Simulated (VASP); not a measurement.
# Pd (P6_3/mmc) in VASP: notebook, part 2 of 2

VASP 6.6.1. Earlier steps stand in the parts before.

## (4) Single point, PBEsol (volume scaled by 1.08)

The input, INCAR:

```
PREC = Accurate
ENCUT = 520
EDIFF = 1E-6
ISMEAR = -1
SIGMA = 0.1
LREAL = False
LASPH = True
NELM = 100
ALGO = Normal
ISIF = 2
LWAVE = False
LCHARG = False
GGA = PS
NBANDS = 17
```

The input, KPOINTS:

```
Automatic mesh
0
Gamma
  15 15 8
```

The input, POSCAR:

```
Pd
1.0
    2.7971736293      0.0000000000      0.0000000000
   -1.3985868146      2.4224234217      0.0000000000
    0.0000000000      0.0000000000      4.6683782701
Pd
2
Direct
    0.3333333333      0.6666666667      0.2500000000
    0.6666666667      0.3333333333      0.7500000000
```

Potentials or basis: VASP PAW PBE potentials, release 64 (Pd).

On the command line:

```
$ cat potpaw_PBE.64/Pd/POTCAR > POTCAR
$ mpirun -np 1 vasp_std > vasp.out
```

OUTCAR:

```text
PREC = Accurate
   ENCUT = 520
   EDIFF = 1E-6
   ISMEAR = -1
   LREAL = False
   LASPH = True
   NELM = 100
   ISIF = 2
   GGA = PS

 ion  position               nearest neighbor table
   1  0.333  0.667  0.250-   2 2.84   2 2.84   2 2.84   2 2.84   2 2.84   2 2.84
   2  0.667  0.333  0.750-   1 2.84   1 2.84   1 2.84   1 2.84   1 2.84   1 2.84

  LATTYP: Found a hexagonal cell.
 ALAT       =     2.7971736293
 C/A-ratio  =     1.6689626347

  Lattice vectors:

 A1 = (   2.7971736293,   0.0000000000,   0.0000000000)
 A2 = (  -1.3985868146,   2.4224234217,   0.0000000000)
 A3 = (   0.0000000000,   0.0000000000,   4.6683782701)

Analysis of symmetry for initial positions (statically):
=====================================================================
 Subroutine PRICEL returns:
 Original cell was already a primitive cell.

 Routine SETGRP: Setting up the symmetry group for a
 hexagonal supercell.

 Subroutine GETGRP returns: Found 24 space group operations
 (whereof 12 operations were pure point group operations)
 out of a pool of 24 trial point group operations.

The static configuration has the point symmetry D_3d.
 The point group associated with its full space group is D_6h.

Analysis of symmetry for dynamics (positions and initial velocities):
=====================================================================
 Subroutine PRICEL returns:
 Original cell was already a primitive cell.

 Routine SETGRP: Setting up the symmetry group for a
 hexagonal supercell.

 Subroutine GETGRP returns: Found 24 space group operations
 (whereof 12 operations were pure point group operations)
 out of a pool of 24 trial point group operations.

The dynamic configuration has the point symmetry D_3d.
 The point group associated with its full space group is D_6h.

 Subroutine INISYM returns: Found 24 space group operations
 (whereof 12 operations are pure point group operations),
 and found     1 'primitive' translations

----------------------------------------------------------------------------------------

                                     Primitive cell

  volume of cell :      31.6326

  direct lattice vectors                    reciprocal lattice vectors
     2.797173629  0.000000000  0.000000000     0.357503728  0.206404874  0.000000000
    -1.398586815  2.422423422  0.000000000     0.000000000  0.412809747  0.000000000
     0.000000000  0.000000000  4.668378270     0.000000000  0.000000000  0.214207149

  length of vectors
     2.797173629  2.797173629  4.668378270     0.412809747  0.412809747  0.214207149

  position of ions in fractional coordinates (direct lattice)
     0.333333333  0.666666667  0.250000000
     0.666666667  0.333333333  0.750000000

  ion indices of the primitive-cell ions
   primitive index   ion index
                 1           1
                 2           2

----------------------------------------------------------------------------------------

 KPOINTS: Automatic mesh

Automatic generation of k-mesh.
 Grid dimensions read from file:
 generate k-points for:   15   15    8

 Generating k-lattice:

  Cartesian coordinates                     Fractional coordinates (reciprocal lattice)
     0.023833582  0.013760325  0.000000000     0.066666667  0.000000000  0.000000000
     0.000000000  0.027520650  0.000000000     0.000000000  0.066666667  0.000000000
     0.000000000  0.000000000  0.026775894     0.000000000  0.000000000  0.125000000

  Length of vectors
     0.027520650  0.027520650  0.026775894

  Shift w.r.t. Gamma in fractional coordinates (k-lattice)
     0.000000000  0.000000000  0.000000000

 Subroutine IBZKPT returns following result:
 ===========================================

 Found    135 irreducible k-points:

 Following reciprocal coordinates:
            Coordinates               Weight
  0.000000  0.000000  0.000000      1.000000
  0.066667  0.000000  0.000000      6.000000
  0.133333  0.000000  0.000000      6.000000
  0.200000 -0.000000  0.000000      6.000000
  0.266667  0.000000  0.000000      6.000000
  0.333333  0.000000  0.000000      6.000000
[... 16 lines left out ...]
  0.333333  0.200000  0.000000     12.000000
  0.400000  0.200000  0.000000      6.000000
 [... further k-points ...]
   k-points           NKPTS =    135   k-points in BZ     NKDIM =    135   number of bands    NBANDS=     17
   number of dos      NEDOS =    301   number of ions     NIONS =      2
   total plane-waves  NPLWV =  20736
   dimension x,y,z NGX =    24 NGY =   24 NGZ =   36
   dimension x,y,z NGXF=    48 NGYF=   48 NGZF=   72
   ions per type =               2
   NGX,Y,Z   is equivalent  to a cutoff of  14.26, 14.26, 12.82 a.u.
   NGXF,Y,Z  is equivalent  to a cutoff of  28.53, 28.53, 25.64 a.u.
 SYSTEM =  unknown system
   PREC   = accura    normal or accurate (medium, high low for compatibility)
   ISTART =      0    job   : 0-new  1-cont  2-samecut
   ICHARG =      2    charge: 1-file 2-atom 10-const
   ISPIN  =      1    spin polarized calculation?
   LNONCOLLINEAR =      F non collinear calculations
   LSORBIT =      F    spin-orbit coupling
   LASPH  =      T    aspherical Exc in radial PAW
   ENCUT  =  520.0 eV  38.22 Ry    6.18 a.u.   5.20  5.20  8.68*2*pi/ulx,y,z
   NELM   =    100;   NELMIN=  2; NELMDL= -5     # of ELM steps
   EDIFF  = 0.1E-05   stopping-criterion for ELM
   LREAL  =      F    real-space projection
   EDIFFG = 0.1E-04   stopping-criterion for IOM
   NSW    =      0    number of steps for IOM
   IBRION =     -1    ionic relax: 0-MD 1-quasi-New 2-CG
   NFREE  =      0    steps in history (QN), initial steepest desc. (CG)
   ISIF   =      2    stress and relaxation
   ISYM   =      2    0-nonsym 1-usesym 2-fastsym
   POTIM  = 0.5000    time-step for ionic-motion
   TEBEG  =    0.0;   TEEND  =   0.0 temperature during run
   PSTRESS=    0.0 pullay stress
   NELECT =      20.0000    total number of electrons
   NUPDOWN=      -1.0000    fix difference up-down
   EMIN   =  10.00;   EMAX   =-10.00  energy-range for DOS
   EFERMI =   0.00;   METHOD = LEGACY
   ISMEAR =    -1;   SIGMA  =   0.10  broadening in eV -4-tet -1-fermi 0-gaus
   EFERMI_NEDOS =   21; number of points for ismear=-14 and -15
   IALGO  =     38    algorithm
   IMIX   =      4    mixing-type and parameters
     AMIX     =   0.40;   BMIX     =  1.00
     AMIX_MAG =   1.60;   BMIX_MAG =  1.00
  volume/ion in A,a.u.               =      15.82       106.73
  Fermi-wavevector in a.u.,A,eV,Ry     =   1.405097  2.655248 26.861951  1.974298
  Thomas-Fermi vector in A             =   2.527592
   LORBIT       =      0    0 simple, 1 ext, 2 COOP (PROOUT), +10 PAW based schemes
   GGA     = PS    functional components
   LHFCALC =     F    Hartree Fock is set to
   AEXX    =    0.0000 exact exchange contribution
   IVDW    =     0    specifies the selected vdW correction
   LEPSILON=     F    determine dielectric tensor
   LRPA    =     F    only Hartree local field effects (RPA)
 non-spin polarized calculation
  energy-cutoff  :      520.00
  volume of cell :       31.63
 maximum number of plane-waves:       869
 NGX is ok and might be reduce to    24
   NGX = 11   NGY = 11   NGZ = 17

 number of electron      20.0000010 magnetization

 Free energy of the ion-electron system (eV)
  ---------------------------------------------------
  ext. energy  EPLUGINS =         0.00000000
  ---------------------------------------------------
  free energy    TOTEN  =       -11.82501830 eV

  energy without entropy =      -11.68068152  energy(sigma->0) =      -11.75284991

 E-fermi :   8.5186     XC(G=0): -12.9487

 val. band max:        8.5163504927   @ k =   0.4667   0.0000   0.1250
 cond. band min:       8.5222135945   @ k =   0.4667   0.0667   0.3750
 fundamental gap:      0.0058631018
 Fermi energy:         8.5185627815

 k-point     1 :       0.0000    0.0000    0.0000
  band No.  band energies     occupation
      1       1.7764      2.00000
      2       3.6528      2.00000
      3       5.8239      2.00000
      4       6.0319      2.00000
      5       6.0319      2.00000
      6       6.3463      2.00000
[... 9 lines left out ...]
     16      27.8150      0.00000
     17      29.9742      0.00000
[... 441 lines left out ...]
 k-point    24 :       0.4000    0.2000    0.0000
  band No.  band energies     occupation
      1       4.3577      2.00000
      2       4.4650      2.00000
      3       4.7346      2.00000
      4       5.8538      2.00000
      5       5.9959      2.00000
      6       6.0996      2.00000
[... 9 lines left out ...]
     16      21.2280      0.00000
     17      21.9667      0.00000

 [... further k-points ...]

------------------------ aborting loop because EDIFF is reached ----------------------------------------

  FORCE on cell =-STRESS in cart. coord.  units (eV):
  Direction    XX          YY          ZZ          XY          YZ          ZX
  --------------------------------------------------------------------------------------
  -------------------------------------------------------------------------------------
  Total       -2.4931154     -2.4931154     -2.5298419     -0.0000000      0.0000000      0.0000000
  in kB     -126.2750206   -126.2750205   -128.1352000     -0.0000000      0.0000000      0.0000000
  external PRESSURE =    -126.8950804 kB  Pullay stress =       0.0000000 kB

 VOLUME and BASIS-vectors are now :
 -----------------------------------------------------------------------------
  energy-cutoff  :      520.00
  volume of cell :       31.63
      direct lattice vectors                 reciprocal lattice vectors
     2.797173629  0.000000000  0.000000000     0.357503728  0.206404874  0.000000000
    -1.398586815  2.422423422  0.000000000     0.000000000  0.412809747  0.000000000
     0.000000000  0.000000000  4.668378270     0.000000000  0.000000000  0.214207149

 POSITION                                       TOTAL-FORCE (eV/Angst)
 -----------------------------------------------------------------------------------
     -0.00000      1.61495      1.16709         0.000000      0.000000      0.000000
      1.39859      0.80747      3.50128        -0.000000      0.000000      0.000000
 -----------------------------------------------------------------------------------
    total drift:                               -0.000000      0.000000     -0.000000

  FREE ENERGIE OF THE ION-ELECTRON SYSTEM (eV)
  ---------------------------------------------------
  free  energy   TOTEN  =       -11.8250183049 eV

  energy  without entropy=      -11.6806815186  energy(sigma->0) =      -11.75284991
```

Run time: 55 s. Hardware: 1 thread of Intel Xeon Platinum 8259CL at 2.50GHz (Skylake/Cascade Lake), shared host; peak memory 0.19 GiB.

Results:

| Property | Result |
| --- | --- |
| Free energy | -11.8250 eV |
| Pressure | -12.7 GPa |
| Band gap on the k mesh | zero (band 10 reaches 8.66 eV, above the bottom of band 11 at 7.86 eV) |

Caveat: the PAW data sets were made with another functional, which shifts forces and pressure a little.

## (5) Summary

| cell | gap on the mesh (eV) | pressure (GPa) |
| --- | --- | --- |
| a = 2.726, b = 2.726, c = 4.550 Å, angles 90.0, 90.0, 120.0°, 2 atoms | none | -0.3 |
| a = 2.762, b = 2.762, c = 4.610 Å, angles 90.0, 90.0, 120.0°, 2 atoms | none | -7.3 |
| a = 2.797, b = 2.797, c = 4.668 Å, angles 90.0, 90.0, 120.0°, 2 atoms | none | -12.7 |

Alike in all rows: task single point; level PBEsol; potentials or basis VASP PAW PBE potentials, release 64 (Pd); no spin polarisation; k mesh 15 × 15 × 8; cutoff (eV) 520; smearing fermi-dirac 0.1 eV.

Caveats: the PAW data sets were made with another functional, which shifts forces and pressure a little.

Total energies depend on the potentials used, so only differences within one code and one set of settings carry meaning.
